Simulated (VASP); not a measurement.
Input of a VASP 6.6.1 run:

POSCAR

```
Si
1.0
    0.0000000000      2.7208273407      2.7208273407
    2.7208273407      0.0000000000      2.7208273407
    2.7208273407      2.7208273407      0.0000000000
Si
2
Direct
    0.0000000000      0.0000000000      0.0000000000
    0.2500000000      0.2500000000      0.2500000000
```

The input INCAR.step1:

```
SYSTEM = Si
  PREC = Accurate
  ENCUT = 520
  ISMEAR = 0
  SIGMA = 0.1
  LREAL = .False.
  LASPH = .True.
  NELM = 60
  NBANDS = 11
  GGA = PE
  ALGO = Normal
  EDIFF = 1E-4
  LWAVE = .True.
  LCHARG = .False.
```

The input INCAR.step2:

```
SYSTEM = Si
  PREC = Accurate
  ENCUT = 520
  EDIFF = 1E-6
  ISMEAR = 0
  SIGMA = 0.1
  LREAL = .False.
  LASPH = .True.
  NELM = 60
  ALGO = Normal
  ISIF = 2
  LWAVE = .False.
  LCHARG = .False.
  METAGGA = R2SCAN
  LMIXTAU = .True.
  NBANDS = 11
  ISTART = 1
```

KPOINTS

```
regular mesh
0
Gamma
  6 6 6
  0 0 0
```

Potentials or basis: VASP PAW PBE potentials, release 64 (Si).

The run is started by

```console
$ cat potpaw_PBE.64/Si/POTCAR > POTCAR
$ cp INCAR.step1 INCAR
$ mpirun -np 1 vasp_std > vasp.out
$ cp INCAR.step2 INCAR
$ mpirun -np 1 vasp_std > vasp.out
```

Predict the pressure.

0.0 GPa.

Predict the band gap on the k mesh.

0.93 eV, indirect (least direct gap 2.75 eV).

Caveat: the PAW data sets were made with another functional, which shifts forces and pressure a little. r2SCAN opens gaps a little over a GGA but as a rule still falls short of measured ones.
